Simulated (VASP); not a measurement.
# Li7CaNb8O24 (a cell with a defect) in VASP: further runs, part 3 of 3

VASP 6.6.1.

## 4. Single point, PBE

File INCAR:

```
SYSTEM = Li7CaNb8O24
PREC = Accurate ; ENCUT = 650
EDIFF = 1E-6 ; ISMEAR = -1
SIGMA = 0.01 ; LREAL = Auto
LASPH = .True. ; NELM = 120
ALGO = Normal ; ISIF = 2
LWAVE = .False. ; LCHARG = .False.
GGA = PE ; NBANDS = 166
NELECT = 280.0 ; GGA_COMPAT = .False.
ISYM = -1
```

File KPOINTS:

```
explicit points
1
Reciprocal
  0.25000000   0.25000000   0.25000000 1
```

File POSCAR:

```
Li7CaNb8O24
1.0
    2.5949501400      1.4981951600      4.6722232500
   -5.1899002700      2.9963903200      9.3444465000
    0.0000000000     -5.9927806400      9.3444465000
Li Nb O Ca
7 8 24 1
Direct
    0.7237864354      0.3567916191      0.3665778390
    0.2081059328      0.1177746134      0.1140148021
    0.7401651079      0.3580354400      0.8535824793
    0.2128651517      0.1189139466      0.6069726435
    0.7148214740      0.8573619427      0.3686888347
    0.2033160178      0.6115764298      0.1182240620
    0.7208861009      0.8488809398      0.8646660080
    1.0248092189      0.5016286257      0.4980158729
    0.5098988071      0.2451490599      0.2549868489
    0.9841699417      0.4985696021      1.0180733986
    0.5136800289      0.2387233794      0.7654908809
    0.9767472174      1.0120098834      0.5065475675
    0.5055616931      0.7597267470      0.2473059445
    0.9974789073      1.0024928073      1.0060076465
    0.4814152431      0.7479666574      0.7618302286
    0.2896787934      0.3221959436      0.4369576902
    0.6211499008      0.4497525228      0.1369758019
    0.8872484188      0.1477569694      0.3125178019
    0.3925406815      0.0689423649      0.3882344743
    0.7863077836      0.1931566085      0.0674649881
    0.1406700990      0.3813793085      0.1941566736
    0.2673354914      0.3233302657      0.9383704538
    0.6851520514      0.4287098969      0.6397917228
    0.8960743253      0.1407062756      0.8162394198
    0.4018838866      0.0599374392      0.8862738159
    0.7909785033      0.1903062442      0.5705818979
    0.1671980657      0.3886347839      0.6882605829
    0.2757175491      0.8416393343      0.4212087974
    0.6322583884      0.9509901243      0.1296447813
    0.8866086065      0.6413841843      0.3221764746
    0.4008613050      0.5713019980      0.3893812844
    0.7933699765      0.6895499520      0.0705558507
    0.1442228772      0.8794787132      0.1893346256
    0.2474278373      0.8268309651      0.9363220399
    0.6335752261      0.9461170233      0.6288416555
    0.8370510756      0.6466549874      0.8368041238
    0.3833799828      0.5651221935      0.8777077172
    0.7804939868      0.6907341854      0.5719324142
    0.1311316942      0.8742054768      0.6895779050
    0.2354562958      0.6183205453      0.6224419502
```

Potentials or basis: VASP PAW PBE potentials, release 64 (Li_sv, Nb_sv, O, Ca_sv).

Launch:

```bash
$ cat potpaw_PBE.64/Li_sv/POTCAR potpaw_PBE.64/Nb_sv/POTCAR potpaw_PBE.64/O/POTCAR potpaw_PBE.64/Ca_sv/POTCAR > POTCAR
$ mpirun -np 1 vasp_std > vasp.out
```

OUTCAR:

```text
SYSTEM = Li7CaNb8O24
   PREC = Accurate
   ENCUT = 650
   EDIFF = 1E-6
   ISMEAR = -1
   LREAL = Auto
   LASPH = .True.
   NELM = 120
   ISIF = 2
   GGA = PE
   NELECT = 280.0
   ISYM = -1

 ion  position               nearest neighbor table
   1  0.724  0.357  0.367-  26 2.04  21 2.06  31 2.08  16 2.27  18 2.27
   2  0.208  0.118  0.114-  18 1.97  29 2.05  22 2.06  20 2.26
   3  0.740  0.358  0.854-  37 2.06  20 2.08  27 2.10  23 2.19  24 2.26
   4  0.213  0.119  0.607-  24 2.03  16 2.05  35 2.06  26 2.21
   5  0.715  0.857  0.369-  38 2.03  19 2.04  33 2.11  28 2.25  30 2.28
   6  0.203  0.612  0.118-  30 2.01  17 2.02  34 2.13  32 2.20
   7  0.721  0.849  0.865-  39 2.04  25 2.04  32 2.05  36 2.12
   8  0.025  0.502  0.498-  23 1.91  16 1.92  30 1.93  31 2.08  38 2.10  27 2.11
   9  0.510  0.245  0.255-  19 1.88  20 1.94  21 1.97  18 2.04  16 2.07  17 2.14
  10  0.984  0.499  0.018-  17 1.88  22 1.99  36 2.01  21 2.01  32 2.03  37 2.13
  11  0.514  0.239  0.765-  25 1.89  27 1.96  26 1.99  24 2.02  22 2.02  23 2.18
  12  0.977  0.012  0.507-  35 1.88  18 1.97  28 1.99  26 1.99  39 2.05  19 2.18
  13  0.506  0.760  0.247-  33 1.92  32 1.95  31 1.96  28 2.02  29 2.06  30 2.12
[... 216 lines left out ...]
      1     -50.4293      2.00000
      2     -50.3831      2.00000
      3     -50.3768      2.00000
      4     -50.3419      2.00000
      5     -50.3117      2.00000
      6     -50.3093      2.00000
[... 144 lines left out ...]
    151       8.1142      0.00000
    152       8.2322      0.00000
 [bands above 152 left out]

------------------------ aborting loop because EDIFF is reached ----------------------------------------

  FORCE on cell =-STRESS in cart. coord.  units (eV):
  Direction    XX          YY          ZZ          XY          YZ          ZX
  --------------------------------------------------------------------------------------
  -------------------------------------------------------------------------------------
  Total       18.7522277     22.1998169     13.5242451      0.0186957      0.0648290      0.4608810
  in kB       68.9177698     81.5882728     49.7040047      0.0687100      0.2382580      1.6938196
  external PRESSURE =      66.7366824 kB  Pullay stress =       0.0000000 kB

 VOLUME and BASIS-vectors are now :
 -----------------------------------------------------------------------------
  energy-cutoff  :      650.00
  volume of cell :      435.95
      direct lattice vectors                 reciprocal lattice vectors
     2.594950140  1.498195160  4.672223250     0.192681930  0.111244964  0.071343623
    -5.189900270  2.996390320  9.344446500    -0.096340965  0.055622482  0.035671811
     0.000000000 -5.992780640  9.344446500     0.000000000 -0.111244964  0.035671811

 POSITION                                       TOTAL-FORCE (eV/Angst)
 -----------------------------------------------------------------------------------
      0.02648     -0.04336     10.14118         0.001620      0.000999      0.002508
     -0.07121     -0.01858      3.13826        -0.000652      0.004117     -0.002958
      0.06252     -2.93361     14.78012         0.001563     -0.003037      0.002305
     -0.06478     -2.96223      7.77756        -0.006990      0.000534     -0.002583
     -2.59470      1.43046     14.79657        -0.001376     -0.000308     -0.001187
     -2.64643      1.42864      7.76952        -0.000291      0.002779     -0.002885
[... 32 lines left out ...]
     -4.19676     -1.31657     15.22537         0.005722      0.008576     -0.004982
     -2.59802     -1.52467     12.69434        -0.004583      0.005499      0.008649
 -----------------------------------------------------------------------------------
    total drift:                                0.006627      0.006938      0.000480

  FREE ENERGIE OF THE ION-ELECTRON SYSTEM (eV)
  ---------------------------------------------------
  free  energy   TOTEN  =      -313.8084665744 eV

  energy  without entropy=     -313.8084663772  energy(sigma->0) =     -313.80846648
```

stdout:

```text
POSCAR found type information on POSCAR LiNbO Ca
 POSCAR found :  4 types and      40 ions
 scaLAPACK will be used
 LDA part: xc-table for (Slater+PW92), standard interpolation
 POSCAR, INCAR and KPOINTS ok, starting setup
 FFT: planning ... GRIDC
 FFT: planning ... GRID_SOFT
 FFT: planning ... GRID
 WAVECAR not read
 entering main loop
 the old and the new charge density differ
 old charge density:   279.00000 new  280.00000
    0.531E+01
```

It took 5.2 min on 1 thread of Intel Xeon Platinum 8488C (Sapphire Rapids), shared host; peak memory 0.89 GiB.

What came out:

```yaml
Free_energy: -313.8085 eV
Largest_force: 0.069 eV/Å
```

Forces in eV/Å, atoms in the order of the input:
```
Li   0.002  0.001  0.003
Li  -0.001  0.004 -0.003
Li   0.002 -0.003  0.002
Li  -0.007  0.001 -0.003
Li  -0.001  0.000 -0.001
Li   0.000  0.003 -0.003
Li   0.007  0.001 -0.002
Nb   0.012 -0.006  0.002
Nb  -0.019 -0.001  0.008
Nb  -0.004  0.003 -0.004
Nb   0.005  0.016  0.015
Nb   0.006  0.034  0.021
Nb  -0.007 -0.008  0.015
Nb  -0.014 -0.009  0.025
Nb   0.001 -0.009  0.008
O   -0.021  0.011 -0.003
O    0.024  0.000  0.000
O   -0.002 -0.026  0.000
O   -0.012  0.012 -0.002
O    0.008 -0.018  0.000
O    0.021  0.007  0.007
O   -0.003  0.015 -0.012
O    0.066  0.012  0.013
O   -0.005 -0.020 -0.007
O   -0.016 -0.004 -0.006
O    0.002 -0.019 -0.005
O    0.017 -0.003 -0.020
O   -0.038  0.038  0.010
O    0.020  0.005 -0.003
O    0.003 -0.016  0.000
O   -0.015  0.013 -0.022
O    0.001 -0.008 -0.004
O    0.006  0.014 -0.009
O   -0.009  0.013 -0.006
O    0.012 -0.014 -0.007
O   -0.031 -0.049  0.012
O   -0.015  0.004  0.000
O    0.002 -0.008 -0.023
O    0.006  0.009 -0.005
Ca  -0.005  0.005  0.009
```

Levels at points of the mesh, in eV from the Fermi level:
```
           k point  band 138  band 139  band 140  band 141  band 142  band 143
(0.25, 0.25, 0.25)     -3.54     -3.49     -0.15      0.15      0.25      0.26
```

Caveat: the cell carries a net charge on a neutralising background, which shifts energy and pressure; the cell is charged against a uniform background, so pressure and absolute levels hang on convention.

## 5. Single point, PBE

File INCAR:

```
SYSTEM = Li7CaNb8O24
ALGO = Normal
EDIFF = 1E-6
ENCUT = 650
GGA = PE
GGA_COMPAT = .False.
ISIF = 2
ISMEAR = 0
ISYM = -1
LASPH = .True.
LCHARG = .True.
LELF = .True.
LREAL = Auto
LVHAR = .True.
LWAVE = .False.
NBANDS = 166
NELECT = 278.0
NELM = 120
PREC = Accurate
SIGMA = 0.01
```

KPOINTS is that of step 4.

File POSCAR:

```
Li7CaNb8O24
1.0
    2.5949501400      1.4981951600      4.6722232500
   -5.1899002700      2.9963903200      9.3444465000
    0.0000000000     -5.9927806400      9.3444465000
Li Nb O Ca
7 8 24 1
Direct
    0.7173894886      0.3642915926      0.3607509457
    0.2116973972      0.1116892976      0.1090482545
    0.7338275848      0.3622231190      0.8524619527
    0.2266306820      0.1120840394      0.6026036804
    0.7083574627      0.8600109969      0.3670260193
    0.2111697661      0.6087364932      0.1153724877
    0.7174316360      0.8517489307      0.8605915952
    1.0249914742      0.4967226187      0.4942901977
    0.5023426335      0.2493767022      0.2472302775
    0.9922707869      0.4921191424      1.0121587250
    0.5158042177      0.2379922194      0.7552842201
    0.9837090188      1.0126728101      0.4954140082
    0.5001695440      0.7597042406      0.2408216084
    0.9977741063      0.9998641205      1.0005515503
    0.4771716842      0.7506680714      0.7569823680
    0.2939249248      0.3182553119      0.4417493782
    0.6268105150      0.4452762764      0.1449325041
    0.8890820793      0.1446917447      0.3128021191
    0.3880609256      0.0737454773      0.3892534988
    0.7776924409      0.1953964635      0.0670822590
    0.1337695499      0.3906516507      0.1961393322
    0.2690223648      0.3218938107      0.9421750276
    0.6844551723      0.4263289248      0.6450915052
    0.8993141807      0.1343830668      0.8180494731
    0.3977181215      0.0633485061      0.8893094586
    0.7858591743      0.1937816564      0.5673314100
    0.1680185915      0.3875716790      0.6911916014
    0.2872147217      0.8394862957      0.4270344608
    0.6365351989      0.9479358393      0.1330109271
    0.8824584642      0.6378642379      0.3265388859
    0.3888119776      0.5763737730      0.3897842962
    0.7803866455      0.6943640443      0.0711808604
    0.1340417646      0.8899911540      0.1938073336
    0.2645994538      0.8201913318      0.9457281760
    0.6466270842      0.9419903051      0.6330791388
    0.8492912338      0.6407251045      0.8406522320
    0.3796228479      0.5683866101      0.8845858099
    0.7717278328      0.6895931362      0.5790390584
    0.1329098198      0.8837353200      0.6933183566
    0.2367875115      0.6168738855      0.6192850061
```

Launch:

```bash
$ cat potpaw_PBE.64/Li_sv/POTCAR potpaw_PBE.64/Nb_sv/POTCAR potpaw_PBE.64/O/POTCAR potpaw_PBE.64/Ca_sv/POTCAR > POTCAR
$ mpirun -np 1 vasp_std > vasp.out
```

It took 5.7 min on 1 thread of Intel Xeon Platinum 8488C (Sapphire Rapids), shared host; peak memory 0.9 GiB.

The run converged. Its results:

```yaml
Free_energy: -327.7609 eV
Largest_force: 0.056 eV/Å
```

Forces in eV/Å, atoms in the order of the input:
```
Li   0.000 -0.004  0.000
Li  -0.004 -0.002  0.001
Li   0.000  0.000 -0.001
Li  -0.001 -0.001 -0.002
Li  -0.001  0.000 -0.003
Li  -0.003 -0.003 -0.003
Li  -0.001 -0.004  0.002
Nb  -0.004 -0.004  0.008
Nb   0.011 -0.001  0.027
Nb  -0.013 -0.004  0.029
Nb  -0.005 -0.005  0.036
Nb  -0.006 -0.006  0.027
Nb  -0.015 -0.007  0.032
Nb   0.001 -0.001  0.013
Nb   0.002 -0.012  0.017
O   -0.006  0.011 -0.010
O    0.012  0.004 -0.006
O   -0.008 -0.011 -0.007
O   -0.008 -0.001 -0.005
O   -0.002 -0.007 -0.007
O   -0.001  0.010 -0.010
O    0.000  0.013 -0.014
O    0.051  0.003  0.005
O    0.001 -0.013 -0.006
O   -0.011  0.003 -0.011
O    0.012 -0.006 -0.010
O    0.019  0.000 -0.022
O   -0.024  0.050  0.001
O    0.016  0.007 -0.007
O    0.000 -0.006 -0.011
O   -0.004  0.015 -0.019
O    0.017 -0.005 -0.013
O    0.010  0.008 -0.006
O   -0.006  0.010 -0.007
O    0.006  0.002 -0.009
O   -0.022 -0.044  0.008
O   -0.011  0.004 -0.004
O   -0.006 -0.014 -0.013
O    0.005  0.015 -0.011
Ca  -0.002  0.004  0.011
```

Levels at points of the mesh, in eV from the Fermi level:
```csv
k point,band 136,band 137,band 138,band 139,band 140,band 141,band 142,band 143
"(0.25, 0.25, 0.25)",-0.21,-0.16,-0.13,-0.10,3.49,3.62,3.65,3.75
```

Caveat: the cell carries a net charge on a neutralising background, which shifts energy and pressure; the cell is charged against a uniform background, so pressure and absolute levels hang on convention.
